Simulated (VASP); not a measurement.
Runs of VASP 6.6.1 on W. The structure is that of space group Im-3m (No. 229), or close to it. The cells are those of the table. 

```csv
k mesh,smearing,gap on the mesh (eV),pressure (GPa)
16 × 16 × 16,gaussian 0.15 eV,none,1.3
30 × 30 × 30,gaussian 0.15 eV,none,1.3
18 × 18 × 18,gaussian 0.1 eV,none,1.2
26 × 26 × 26,gaussian 0.15 eV,none,(a)
```

Alike in all rows: task single point; level r2SCAN; potentials or basis VASP PAW PBE potentials, release 64 (W_sv); no spin polarisation; cell a = 2.744 Å, angles 109.5°, 1 atom; cutoff (eV) 520.

Estimate the missing entries.

(a) 1.4.

Caveats: the PAW data sets were made with another functional, which shifts forces and pressure a little; spin-orbit coupling is left out, which moves the levels of the heavy elements.

A k mesh can miss the band edges, and the runs leave out spin-orbit coupling on W.

A gap of «none» marks levels without a gap at the run's occupations.
